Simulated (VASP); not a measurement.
# MgB2 (P6/mmm) in VASP: further runs

Aim: see how the results for MgB2 move with the level of theory and the settings. Levels: PBE+D3(BJ), RPBE+D4. Tasks: single point.

Everything below comes from runs of VASP 6.6.1. Logs are shortened: lines on timing, memory, paths and dates and some standing lists are left out, and cuts for length are marked.

### Step 1. The cell of the first run

The structure is hexagonal, space group P6/mmm (No. 191). Conventional cell: a = 3.022 Å, b = 3.022 Å, c = 3.381 Å, α = 90.00°, β = 90.00°, γ = 120.00°. Within 3.2 Å of Mg (site symmetry 6/mmm) lie 12 B at 2.43 Å and 6 Mg at 3.02 Å. Within 2.3 Å of B (site symmetry -6m2) lie 3 B at 1.74 Å.

### Step 2. Single point, PBE+D3(BJ) (volume scaled by 0.96)

File INCAR:

```
SYSTEM = MgB2
ALGO = Normal
EDIFF = 1E-6
ENCUT = 520
GGA = PE
ISIF = 2
ISMEAR = 0
IVDW = 12
LASPH = .TRUE.
LCHARG = .TRUE.
LELF = .TRUE.
LREAL = .FALSE.
LVHAR = .TRUE.
LWAVE = .FALSE.
NBANDS = 11
NELM = 60
PREC = Accurate
SIGMA = 0.05
```

File KPOINTS:

```
k-points
0
G
  8 8 6
  0 0 0
```

File POSCAR:

```
MgB2
1.0
    3.0220715360      0.0000000000      0.0000000000
   -1.5110357680      2.6171907222      0.0000000000
    0.0000000000      0.0000000000      3.3810354367
Mg B
1 2
Direct
    0.0000000000      0.0000000000      0.0000000000
    0.3333333333      0.6666666667      0.5000000000
    0.6666666667      0.3333333333      0.5000000000
```

Potentials or basis: VASP PAW PBE potentials, release 64 (Mg, B).

Run with:

```bash
> cat potpaw_PBE.64/Mg/POTCAR potpaw_PBE.64/B/POTCAR > POTCAR
> mpirun -np 1 vasp_std > vasp.out
```

OUTCAR:

```text
SYSTEM = MgB2
   EDIFF = 1E-6
   ENCUT = 520
   GGA = PE
   ISIF = 2
   ISMEAR = 0
   IVDW = 12
   LASPH = .TRUE.
   LREAL = .FALSE.
   NELM = 60
   PREC = Accurate
 IVDW          = 12

 ion  position               nearest neighbor table
   1  0.000  0.000  0.000-   2 2.43   3 2.43   2 2.43   3 2.43   2 2.43   2 2.43   3 2.43   3 2.43
                             3 2.43   3 2.43   2 2.43   2 2.43
   2  0.333  0.667  0.500-   3 1.74   3 1.74   3 1.74   1 2.43   1 2.43   1 2.43   1 2.43   1 2.43
                             1 2.43
   3  0.667  0.333  0.500-   2 1.74   2 1.74   2 1.74   1 2.43   1 2.43   1 2.43   1 2.43   1 2.43
                             1 2.43

  LATTYP: Found a hexagonal cell.
 ALAT       =     3.0220715360
 C/A-ratio  =     1.1187807424

  Lattice vectors:

 A1 = (   3.0220715360,   0.0000000000,   0.0000000000)
 A2 = (  -1.5110357680,   2.6171907222,   0.0000000000)
 A3 = (   0.0000000000,   0.0000000000,   3.3810354367)

Analysis of symmetry for initial positions (statically):
=====================================================================
 Subroutine PRICEL returns:
 Original cell was already a primitive cell.

 Routine SETGRP: Setting up the symmetry group for a
 hexagonal supercell.

 Subroutine GETGRP returns: Found 24 space group operations
 (whereof 24 operations were pure point group operations)
 out of a pool of 24 trial point group operations.

The static configuration has the point symmetry D_6h.

Analysis of symmetry for dynamics (positions and initial velocities):
=====================================================================
 Subroutine PRICEL returns:
 Original cell was already a primitive cell.

 Routine SETGRP: Setting up the symmetry group for a
 hexagonal supercell.

 Subroutine GETGRP returns: Found 24 space group operations
 (whereof 24 operations were pure point group operations)
 out of a pool of 24 trial point group operations.

The dynamic configuration has the point symmetry D_6h.

 Subroutine INISYM returns: Found 24 space group operations
 (whereof 24 operations are pure point group operations),
 and found     1 'primitive' translations

----------------------------------------------------------------------------------------

                                     Primitive cell

  volume of cell :      26.7418

  direct lattice vectors                    reciprocal lattice vectors
     3.022071536  0.000000000  0.000000000     0.330898851  0.191044541  0.000000000
    -1.511035768  2.617190722  0.000000000     0.000000000  0.382089082  0.000000000
     0.000000000  0.000000000  3.381035437     0.000000000  0.000000000  0.295767382

  length of vectors
     3.022071536  3.022071536  3.381035437     0.382089082  0.382089082  0.295767382

  position of ions in fractional coordinates (direct lattice)
     0.000000000  0.000000000  0.000000000
     0.333333333  0.666666667  0.500000000
     0.666666667  0.333333333  0.500000000

  ion indices of the primitive-cell ions
   primitive index   ion index
                 1           1
                 2           2
                 3           3

----------------------------------------------------------------------------------------

 KPOINTS: k-points

Automatic generation of k-mesh.
 Grid dimensions read from file:
 generate k-points for:    8    8    6

 Generating k-lattice:

  Cartesian coordinates                     Fractional coordinates (reciprocal lattice)
     0.041362356  0.023880568  0.000000000     0.125000000  0.000000000  0.000000000
     0.000000000  0.047761135  0.000000000     0.000000000  0.125000000  0.000000000
     0.000000000  0.000000000  0.049294564     0.000000000  0.000000000  0.166666667

  Length of vectors
     0.047761135  0.047761135  0.049294564

  Shift w.r.t. Gamma in fractional coordinates (k-lattice)
     0.000000000  0.000000000  0.000000000

 Subroutine IBZKPT returns following result:
 ===========================================

 Found     40 irreducible k-points:

 Following reciprocal coordinates:
            Coordinates               Weight
  0.000000  0.000000  0.000000      1.000000
  0.125000  0.000000  0.000000      6.000000
  0.250000  0.000000  0.000000      6.000000
  0.375000 -0.000000  0.000000      6.000000
  0.500000  0.000000  0.000000      3.000000
  0.125000  0.125000  0.000000      6.000000
[... 16 lines left out ...]
  0.250000  0.000000  0.333333     12.000000
  0.375000 -0.000000  0.333333     12.000000
 [... further k-points ...]
   k-points           NKPTS =     40   k-points in BZ     NKDIM =     40   number of bands    NBANDS=     11
   number of dos      NEDOS =    301   number of ions     NIONS =      3
   total plane-waves  NPLWV =  16128
   dimension x,y,z NGX =    24 NGY =   24 NGZ =   28
   dimension x,y,z NGXF=    48 NGYF=   48 NGZF=   56
   ions per type =               1   2
   NGX,Y,Z   is equivalent  to a cutoff of  13.20, 13.20, 13.77 a.u.
   NGXF,Y,Z  is equivalent  to a cutoff of  26.41, 26.41, 27.54 a.u.
 SYSTEM =  MgB2
   PREC   = accura    normal or accurate (medium, high low for compatibility)
   ISTART =      0    job   : 0-new  1-cont  2-samecut
   ICHARG =      2    charge: 1-file 2-atom 10-const
   ISPIN  =      1    spin polarized calculation?
   LNONCOLLINEAR =      F non collinear calculations
   LSORBIT =      F    spin-orbit coupling
   LASPH  =      T    aspherical Exc in radial PAW
   ENCUT  =  520.0 eV  38.22 Ry    6.18 a.u.   5.62  5.62  6.29*2*pi/ulx,y,z
   NELM   =     60;   NELMIN=  2; NELMDL= -5     # of ELM steps
   EDIFF  = 0.1E-05   stopping-criterion for ELM
   LREAL  =      F    real-space projection
[... 7 lines left out ...]
   TEBEG  =    0.0;   TEEND  =   0.0 temperature during run
   PSTRESS=    0.0 pullay stress
   NELECT =       8.0000    total number of electrons
   NUPDOWN=      -1.0000    fix difference up-down
   EMIN   =  10.00;   EMAX   =-10.00  energy-range for DOS
   EFERMI =   0.00;   METHOD = LEGACY
   ISMEAR =     0;   SIGMA  =   0.05  broadening in eV -4-tet -1-fermi 0-gaus
   EFERMI_NEDOS =   21; number of points for ismear=-14 and -15
   IALGO  =     38    algorithm
   IMIX   =      4    mixing-type and parameters
     AMIX     =   0.40;   BMIX     =  1.00
     AMIX_MAG =   1.60;   BMIX_MAG =  1.00
  volume/ion in A,a.u.               =       8.91        60.15
  Fermi-wavevector in a.u.,A,eV,Ry     =   1.094901  2.069063 16.310778  1.198808
  Thomas-Fermi vector in A             =   2.231215
   LORBIT       =      0    0 simple, 1 ext, 2 COOP (PROOUT), +10 PAW based schemes
   GGA     = PE    functional components
   LHFCALC =     F    Hartree Fock is set to
   AEXX    =    0.0000 exact exchange contribution
   IVDW    =    12    specifies the selected vdW correction
   LEPSILON=     F    determine dielectric tensor
   LRPA    =     F    only Hartree local field effects (RPA)
 non-spin polarized calculation
 Gauss-broadening in eV      SIGMA  =   0.05
  energy-cutoff  :      520.00
  volume of cell :       26.74
 maximum number of plane-waves:       735
 NGX is ok and might be reduce to    24
   NGX = 11   NGY = 11   NGZ = 13

 number of electron       8.0000000 magnetization

 Free energy of the ion-electron system (eV)
  ---------------------------------------------------
  ext. energy  EPLUGINS =         0.00000000
  ---------------------------------------------------
  free energy    TOTEN  =       -15.24019497 eV

  energy without entropy =      -15.23786592  energy(sigma->0) =      -15.23903044

 E-fermi :   5.8620     XC(G=0): -11.2456

 val. band max:        5.7413198258   @ k =   0.3750   0.2500   0.1667
 cond. band min:       5.8645148830   @ k =   0.1250   0.0000   0.3333
 fundamental gap:      0.1231950572
 Fermi energy:         5.8620336119

 k-point     1 :       0.0000    0.0000    0.0000
  band No.  band energies     occupation
      1      -7.0484      2.00000
      2       2.9820      2.00000
      3       6.1658      0.00000
      4       6.1658      0.00000
      5       8.0570      0.00000
      6      12.3028      0.00000
      7      12.3028      0.00000
      8      14.4873      0.00000
      9      16.3988      0.00000
     10      19.1866      0.00000
     11      22.8543      0.00000

 k-point     2 :       0.1250    0.0000    0.0000
  band No.  band energies     occupation
      1      -6.7670      2.00000
      2       3.2520      2.00000
      3       4.8600      2.00000
      4       5.5579      2.00000
      5       8.2775      0.00000
      6      12.1640      0.00000
      7      13.4869      0.00000
      8      15.0468      0.00000
      9      15.4135      0.00000
     10      20.4594      0.00000
     11      21.9167      0.00000

 k-point     3 :       0.2500    0.0000    0.0000
  band No.  band energies     occupation
      1      -5.9305      2.00000
      2       2.2942      2.00000
      3       4.0459      2.00000
      4       4.5246      2.00000
      5       8.9250      0.00000
      6      11.5868      0.00000
      7      13.1141      0.00000
      8      15.7116      0.00000
      9      16.1891      0.00000
     10      20.7483      0.00000
     11      21.1202      0.00000

 k-point     4 :       0.3750   -0.0000    0.0000
  band No.  band energies     occupation
      1      -4.5653      2.00000
      2      -0.3217      2.00000
      3       3.7744      2.00000
      4       5.2624      2.00000
      5       9.6060      0.00000
      6      10.6373      0.00000
      7      11.4386      0.00000
      8      14.8522      0.00000
      9      19.3337      0.00000
     10      19.7246      0.00000
     11      20.9614      0.00000

 k-point     5 :       0.5000    0.0000    0.0000
  band No.  band energies     occupation
      1      -2.9818      2.00000
      2      -2.3448      2.00000
      3       3.5104      2.00000
      4       6.1794      0.00000
      5       9.2539      0.00000
      6       9.7756      0.00000
      7      11.8715      0.00000
      8      13.9416      0.00000
      9      19.4057      0.00000
     10      20.5273      0.00000
     11      20.6232      0.00000
[... 211 lines left out ...]
 k-point    21 :       0.0000    0.0000    0.3333
  band No.  band energies     occupation
      1      -6.1009      2.00000
      2      -0.8413      2.00000
      3       6.5014      0.00000
      4       6.5014      0.00000
      5      12.5379      0.00000
      6      12.5379      0.00000
      7      14.1533      0.00000
      8      14.2392      0.00000
      9      16.6227      0.00000
     10      18.9304      0.00000
     11      18.9304      0.00000

 k-point    22 :       0.1250    0.0000    0.3333
  band No.  band energies     occupation
      1      -5.8347      2.00000
      2      -0.5371      2.00000
      3       5.2744      2.00000
      4       5.8645      0.94405
      5      12.2816      0.00000
      6      12.7704      0.00000
      7      13.7565      0.00000
      8      14.6467      0.00000
      9      17.0148      0.00000
     10      18.0319      0.00000
     11      18.8819      0.00000

 k-point    23 :       0.2500    0.0000    0.3333
  band No.  band energies     occupation
      1      -5.0423      2.00000
      2       0.3564      2.00000
      3       2.8319      2.00000
      4       4.7944      2.00000
      5       9.7308      0.00000
      6      12.0573      0.00000
      7      15.3912      0.00000
      8      16.4932      0.00000
      9      16.8957      0.00000
     10      17.6443      0.00000
     11      18.5356      0.00000

 k-point    24 :       0.3750   -0.0000    0.3333
  band No.  band energies     occupation
      1      -3.7451      2.00000
      2       0.3058      2.00000
      3       1.7732      2.00000
      4       4.0221      2.00000
      5       6.9839      0.00000
      6      11.6282      0.00000
      7      16.0620      0.00000
      8      16.1003      0.00000
      9      17.0459      0.00000
     10      19.7892      0.00000
     11      19.8802      0.00000

 [... further k-points ...]

------------------------ aborting loop because EDIFF is reached ----------------------------------------

 Edisp (eV)   -0.92127

 E8    (eV) :    -0.3565

  FORCE on cell =-STRESS in cart. coord.  units (eV):
  Direction    XX          YY          ZZ          XY          YZ          ZX
  --------------------------------------------------------------------------------------
  -------------------------------------------------------------------------------------
  Total       1.08390     1.08390     1.06843    -0.00000    -0.00000     0.00000
  in kB      64.93955    64.93955    64.01265    -0.00000    -0.00000     0.00000
  external pressure =       64.63 kB  Pullay stress =        0.00 kB

 VOLUME and BASIS-vectors are now :
 -----------------------------------------------------------------------------
  energy-cutoff  :      520.00
  volume of cell :       26.74
      direct lattice vectors                 reciprocal lattice vectors
     3.022071536  0.000000000  0.000000000     0.330898851  0.191044541  0.000000000
    -1.511035768  2.617190722  0.000000000     0.000000000  0.382089082  0.000000000
     0.000000000  0.000000000  3.381035437     0.000000000  0.000000000  0.295767382

 POSITION                                       TOTAL-FORCE (eV/Angst)
 -----------------------------------------------------------------------------------
      0.00000      0.00000      0.00000         0.000000      0.000000      0.000000
     -0.00000      1.74479      1.69052         0.000000      0.000000      0.000000
      1.51104      0.87240      1.69052        -0.000000     -0.000000      0.000000
 -----------------------------------------------------------------------------------
    total drift:                                0.000000     -0.000000      0.000000

  FREE ENERGIE OF THE ION-ELECTRON SYSTEM (eV)
  ---------------------------------------------------
  free  energy   TOTEN  =       -16.1614615732 eV

  energy  without entropy=      -16.1591325163  energy(sigma->0) =      -16.16029704
```

It took 15 s on 1 thread of Intel Xeon Platinum 8259CL at 2.50GHz (Skylake/Cascade Lake), shared host; peak memory 0.15 GiB.

What came out:

- Free energy: -16.1615 eV
- Pressure: 6.5 GPa
- Band gap on the k mesh: zero (band 4 reaches 7.12 eV, above the bottom of band 5 at 4.26 eV)
- Dispersion energy per atom: -0.307 eV

Levels at points of the mesh, in eV from the Fermi level:
| k point | band 1 | band 2 | band 3 | band 4 | band 5 | band 6 | band 7 | band 8 |
| --- | --- | --- | --- | --- | --- | --- | --- | --- |
| (0.00, 0.00, 0.00) | -12.91 | -2.88 | 0.30 | 0.30 | 2.19 | 6.44 | 6.44 | 8.63 |
| (0.50, 0.00, 0.00) | -8.84 | -8.21 | -2.35 | 0.32 | 3.39 | 3.91 | 6.01 | 8.08 |
| (0.00, 0.00, 0.50) | -11.45 | -7.77 | 0.76 | 0.76 | 6.76 | 6.76 | 8.20 | 10.82 |
| (0.50, 0.00, 0.50) | -7.72 | -7.18 | -3.80 | -2.02 | -1.38 | 6.10 | 9.31 | 9.42 |

Caveat: pairwise dispersion overbinds metals, which lowers pressure and volume.

(Continued in part 2 of 2.)
